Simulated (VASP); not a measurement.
Wanted: the native input for a VASP 6.6.1 run.

| Quantity | Value |
| --- | --- |
| Task | electric field gradients |
| Functional | LDA |
| Potentials or basis | VASP PAW LDA potentials, release 64 (Al) |
| Cutoff | 400 eV |
| k mesh | 14 × 14 × 14 |
| Occupations | fermi-dirac, width 0.05 eV |
| Spin | no spin polarisation |
| Dipole correction | no |
| Further INCAR settings | ALGO = Normal; EDIFF = 1e-08; NBANDS = 8 |

The structure of Al lies in POSCAR:

```
Al
1.0
    0.0000000000      1.9966255657      1.9966255657
    1.9966255657      0.0000000000      1.9966255657
    1.9966255657      1.9966255657      0.0000000000
Al
1
Direct
    0.0000000000      0.0000000000      0.0000000000
```

This cell differs from its parent crystal: functional lda, volume scaled by 0.96.

The input as run:

INCAR

```
SYSTEM = Al
ALGO     = Normal         ! electronic algorithm
EDIFF    = 1E-8           ! SCF threshold, eV
ENCUT    = 400            ! plane-wave cutoff, eV
GGA      = CA             ! functional
GGA_COMPAT= .False.      
ISIF     = 2              ! what is computed and relaxed
ISMEAR   = -1             ! smearing method
LASPH    = .True.         ! aspherical terms in the spheres
LCHARG   = .False.        ! write CHGCAR
LEFG     = .True.       
LREAL    = .False.        ! projectors in reciprocal space
LWAVE    = .False.        ! write WAVECAR
NBANDS   = 8              ! bands
NELM     = 120            ! most SCF steps
PREC     = Accurate       ! precision mode
SIGMA    = 0.05           ! smearing width, eV
```

KPOINTS

```
k-points
0
Gamma
  14 14 14
  0 0 0
```

Potentials or basis: VASP PAW LDA potentials, release 64 (Al).

Command:

```sh
$ cat potpaw_LDA.64/Al/POTCAR > POTCAR
$ mpirun -np 1 vasp_std > vasp.out
```

Results of the run:

| Item | Value |
| --- | --- |
| Pressure | -0.8 GPa |

Caveat: without QUAD_EFG the Cq values of the log hold for a quadrupole moment of 1 mb, not for the nuclei.

It used 5.4 s of CPU time on 1 thread of AMD EPYC 9R45 (Zen 5), on a shared host.
